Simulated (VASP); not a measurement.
Input of a VASP 6.6.1 run:

File INCAR:

```
  ALGO = Normal
  EDIFF = 1E-6
  ENCUT = 520
  GGA = PE
  ISIF = 2
  ISMEAR = 0
  LASPH = T
  LCHARG = F
  LREAL = F
  LWAVE = F
  NBANDS = 11
  NELM = 100
  PREC = Accurate
  SIGMA = 0.02
```

Contents of KPOINTS:

```
k-points
0
Gamma
  8 8 8
```

Contents of POSCAR:

```
Si
1.0
    0.0000000000      2.7352985364      2.7352985364
    2.7352985364      0.0000000000      2.7352985364
    2.7352985364      2.7352985364      0.0000000000
Si
2
Direct
    0.0000000000      0.0000000000      0.0000000000
    0.2500000000      0.2500000000      0.2500000000
```

Potentials or basis: VASP PAW PBE potentials, release 64 (Si).

Run with:

```console
$ cat potpaw_PBE.64/Si/POTCAR > POTCAR
$ mpirun -np 1 vasp_std > vasp.out
```

Task: What does it give for the band gap on the k mesh?

Result: 0.65 eV, indirect (least direct gap 2.56 eV).

Task: Estimate the pressure.

Result: -0.1 GPa.

A k mesh can miss the band edges.
